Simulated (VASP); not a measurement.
# BaS (Fm-3m) in VASP: further runs

The runs below take BaS through single point, with PBE.

Program: VASP 6.6.1. These are calculated values, not measurements. Logs are shortened: lines on timing, memory, paths and dates and some standing lists are left out, and cuts for length are marked.

### Step 1. The cell of the first run

The structure is cubic, space group Fm-3m (No. 225). Conventional cell: a = 6.430 Å, b = 6.430 Å, c = 6.430 Å, α = 90.00°, β = 90.00°, γ = 90.00°. Ba (site symmetry m-3m) has 6 S at 3.22 Å within 4.2 Å. S (site symmetry m-3m) has 6 Ba at 3.22 Å within 4.2 Å.

### Step 2. Single point, PBE

The input, INCAR:

```
PREC = Accurate
ENCUT = 500
EDIFF = 1E-6
ISMEAR = 0
SIGMA = 0.01
LREAL = F
LASPH = T
NELM = 120
ALGO = Normal
ISIF = 2
LWAVE = F
LCHARG = T
GGA = PE
LELF = T
LVHAR = T
NBANDS = 15
GGA_COMPAT = F
```

The input, KPOINTS:

```
regular mesh
0
Gamma
  4 4 4
```

The input, POSCAR:

```
BaS
1.0
    0.0000000000      3.2151393230      3.2151393230
    3.2151393230      0.0000000000      3.2151393230
    3.2151393230      3.2151393230      0.0000000000
Ba S
1 1
Direct
    0.0000000000      0.0000000000      0.0000000000
    0.5000000000      0.5000000000      0.5000000000
```

Potentials or basis: VASP PAW PBE potentials, release 64 (Ba_sv, S).

Run with:

```bash
> cat potpaw_PBE.64/Ba_sv/POTCAR potpaw_PBE.64/S/POTCAR > POTCAR
> mpirun -np 1 vasp_std > vasp.out
```

OUTCAR:

```text
PREC = Accurate
   ENCUT = 500
   EDIFF = 1E-6
   ISMEAR = 0
   LREAL = F
   LASPH = T
   NELM = 120
   ISIF = 2
   GGA = PE

 ion  position               nearest neighbor table
   1  0.000  0.000  0.000-   2 3.22   2 3.22   2 3.22   2 3.22   2 3.22   2 3.22
   2  0.500  0.500  0.500-   1 3.22   1 3.22   1 3.22   1 3.22   1 3.22   1 3.22

  LATTYP: Found a face centered cubic cell.
 ALAT       =     6.4302786460

  Lattice vectors:

 A1 = (   0.0000000000,   3.2151393230,   3.2151393230)
 A2 = (   3.2151393230,   0.0000000000,   3.2151393230)
 A3 = (   3.2151393230,   3.2151393230,   0.0000000000)

Analysis of symmetry for initial positions (statically):
=====================================================================
 Subroutine PRICEL returns:
 Original cell was already a primitive cell.

 Routine SETGRP: Setting up the symmetry group for a
 face centered cubic supercell.

 Subroutine GETGRP returns: Found 48 space group operations
 (whereof 48 operations were pure point group operations)
 out of a pool of 48 trial point group operations.

The static configuration has the point symmetry O_h .

Analysis of symmetry for dynamics (positions and initial velocities):
=====================================================================
 Subroutine PRICEL returns:
 Original cell was already a primitive cell.

 Routine SETGRP: Setting up the symmetry group for a
 face centered cubic supercell.

 Subroutine GETGRP returns: Found 48 space group operations
 (whereof 48 operations were pure point group operations)
 out of a pool of 48 trial point group operations.

The dynamic configuration has the point symmetry O_h .

 Subroutine INISYM returns: Found 48 space group operations
 (whereof 48 operations are pure point group operations),
 and found     1 'primitive' translations

----------------------------------------------------------------------------------------

                                     Primitive cell

  volume of cell :      66.4706

  direct lattice vectors                    reciprocal lattice vectors
     0.000000000  3.215139323  3.215139323    -0.155514256  0.155514256  0.155514256
     3.215139323  0.000000000  3.215139323     0.155514256 -0.155514256  0.155514256
     3.215139323  3.215139323  0.000000000     0.155514256  0.155514256 -0.155514256

  length of vectors
     4.546893636  4.546893636  4.546893636     0.269358593  0.269358593  0.269358593
[... 72 lines left out ...]
   POTIM  = 0.5000    time-step for ionic-motion
   TEBEG  =    0.0;   TEEND  =   0.0 temperature during run
   PSTRESS=    0.0 pullay stress
   NELECT =      16.0000    total number of electrons
   NUPDOWN=      -1.0000    fix difference up-down
   EMIN   =  10.00;   EMAX   =-10.00  energy-range for DOS
   EFERMI =   0.00;   METHOD = LEGACY
   ISMEAR =     0;   SIGMA  =   0.01  broadening in eV -4-tet -1-fermi 0-gaus
   EFERMI_NEDOS =   21; number of points for ismear=-14 and -15
   IALGO  =     38    algorithm
   IMIX   =      4    mixing-type and parameters
     AMIX     =   0.40;   BMIX     =  1.00
     AMIX_MAG =   1.60;   BMIX_MAG =  1.00
  volume/ion in A,a.u.               =      33.24       224.28
  Fermi-wavevector in a.u.,A,eV,Ry     =   1.018369  1.924438 14.110259  1.037075
  Thomas-Fermi vector in A             =   2.151822
   LORBIT       =      0    0 simple, 1 ext, 2 COOP (PROOUT), +10 PAW based schemes
   GGA     = PE    functional components
   LHFCALC =     F    Hartree Fock is set to
   AEXX    =    0.0000 exact exchange contribution
   IVDW    =     0    specifies the selected vdW correction
   LEPSILON=     F    determine dielectric tensor
   LRPA    =     F    only Hartree local field effects (RPA)
 non-spin polarized calculation
 Gauss-broadening in eV      SIGMA  =   0.01
  energy-cutoff  :      500.00
  volume of cell :       66.47
 maximum number of plane-waves:      1708
 NGX is ok and might be reduce to    36
   NGX = 17   NGY = 17   NGZ = 17

 number of electron      16.0000002 magnetization

 Free energy of the ion-electron system (eV)
  ---------------------------------------------------
  ext. energy  EPLUGINS =         0.00000000
  ---------------------------------------------------
  free energy    TOTEN  =       -10.18795036 eV

  energy without entropy =      -10.18795036  energy(sigma->0) =      -10.18795036

 E-fermi :   1.4093     XC(G=0):  -8.5412

 val. band max:        1.3571397592   @ k =   0.0000   0.0000   0.0000
 cond. band min:       3.4921843765   @ k =   0.5000   0.5000   0.0000
 fundamental gap:      2.1350446173
 Fermi energy:         1.4092789974

 k-point     1 :       0.0000    0.0000    0.0000
  band No.  band energies     occupation
      1     -24.7895      2.00000
      2      -9.8467      2.00000
      3      -9.8467      2.00000
      4      -9.8467      2.00000
      5      -8.9717      2.00000
      6       1.3571      2.00000
      7       1.3571      2.00000
      8       1.3571      2.00000
      9       4.8563      0.00000
     10       5.2167      0.00000
     11       5.2167      0.00000
     12       5.2167      0.00000
     13       6.1217      0.00000
     14       6.1217      0.00000
[... 113 lines left out ...]
      2     -10.3260      2.00000
      3     -10.1623      2.00000
      4     -10.1623      2.00000
      5      -8.3915      2.00000
      6       0.2688      2.00000
      7       0.8545      2.00000
      8       0.8545      2.00000
      9       5.6208      0.00000
     10       5.6208      0.00000
     11       7.5446      0.00000
     12       8.1465      0.00000
     13       8.7590      0.00000
     14      10.7084      0.00000
     15      11.8403      0.00000

------------------------ aborting loop because EDIFF is reached ----------------------------------------

  FORCE on cell =-STRESS in cart. coord.  units (eV):
  Direction    XX          YY          ZZ          XY          YZ          ZX
  --------------------------------------------------------------------------------------
  -------------------------------------------------------------------------------------
  Total        0.2267566      0.2267566      0.2267566     -0.0000000     -0.0000000      0.0000000
  in kB        5.4656414      5.4656414      5.4656414     -0.0000000     -0.0000000      0.0000000
  external PRESSURE =       5.4656414 kB  Pullay stress =       0.0000000 kB

 VOLUME and BASIS-vectors are now :
 -----------------------------------------------------------------------------
  energy-cutoff  :      500.00
  volume of cell :       66.47
      direct lattice vectors                 reciprocal lattice vectors
     0.000000000  3.215139323  3.215139323    -0.155514256  0.155514256  0.155514256
     3.215139323  0.000000000  3.215139323     0.155514256 -0.155514256  0.155514256
     3.215139323  3.215139323  0.000000000     0.155514256  0.155514256 -0.155514256

 POSITION                                       TOTAL-FORCE (eV/Angst)
 -----------------------------------------------------------------------------------
      0.00000      0.00000      0.00000        -0.000000     -0.000000     -0.000000
      3.21514      3.21514      3.21514         0.000000      0.000000      0.000000
 -----------------------------------------------------------------------------------
    total drift:                                0.000000      0.000000      0.000000

  FREE ENERGIE OF THE ION-ELECTRON SYSTEM (eV)
  ---------------------------------------------------
  free  energy   TOTEN  =       -10.1879503614 eV

  energy  without entropy=      -10.1879503614  energy(sigma->0) =      -10.18795036
```

Wall time 24 s (1 thread of Intel Xeon 8259CL, shared host); peak memory 0.2 GiB.

Results:

```
Free energy            : -10.1880 eV
Pressure               : 0.5 GPa
Band gap on the k mesh : 2.14 eV, indirect (least direct gap 2.28 eV)
```

Caveat: the k points lie up to 0.42 Å⁻¹ apart; spin-orbit coupling is left out, which moves the levels of the heavy elements. A k mesh can miss the band edges.

### Step 3. Single point, PBE

This run uses another cell than the first one, of 31.83 Å³/atom, 0.958 times its volume.

The input, INCAR:

```
ALGO = Normal
EDIFF = 1E-6
ENCUT = 500
GGA = PE
GGA_COMPAT = F
ISIF = 2
ISMEAR = 0
LASPH = T
LCHARG = F
LREAL = F
LWAVE = F
NBANDS = 15
NELM = 120
PREC = Accurate
SIGMA = 0.01
```

The input, KPOINTS:

```
k-points
0
Gamma
  4 4 4
```

The input, POSCAR:

```
BaS
1.0
    0.0000000000      3.1691377395      3.1691377395
    3.1691377395      0.0000000000      3.1691377395
    3.1691377395      3.1691377395      0.0000000000
Ba S
1 1
Direct
    0.0000000000      0.0000000000      0.0000000000
    0.5000000000      0.5000000000      0.5000000000
```

Potentials or basis: VASP PAW PBE potentials, release 64 (Ba_sv, S).

Run with:

```bash
> cat potpaw_PBE.64/Ba_sv/POTCAR potpaw_PBE.64/S/POTCAR > POTCAR
> mpirun -np 1 vasp_std > vasp.out
```

Run time: 22 s. Hardware: 1 thread of Intel Xeon 8259CL, shared host; peak memory 0.19 GiB.

It converged, with:

```
Free energy            : -10.1603 eV
Pressure               : 2.6 GPa
Band gap on the k mesh : 2.06 eV, indirect (least direct gap 2.18 eV)
```

Levels at points of the mesh, in eV from the valence-band top:
```tsv
k point	band 5	band 6	band 7	band 8	band 9	band 10	band 11	band 12
(0.00, 0.00, 0.00)	-10.40	0.00	0.00	0.00	3.71	3.86	3.86	3.86
(0.50, 0.00, 0.00)	-9.05	-1.99	-1.13	-1.13	5.62	5.76	6.39	6.39
(0.50, 0.50, 0.00)	-10.31	-0.50	-0.12	-0.12	2.06	5.99	6.16	7.61
```

Caveat: the k points lie up to 0.43 Å⁻¹ apart; spin-orbit coupling is left out, which moves the levels of the heavy elements. As with any semilocal functional, this PBE gap is likely too small.
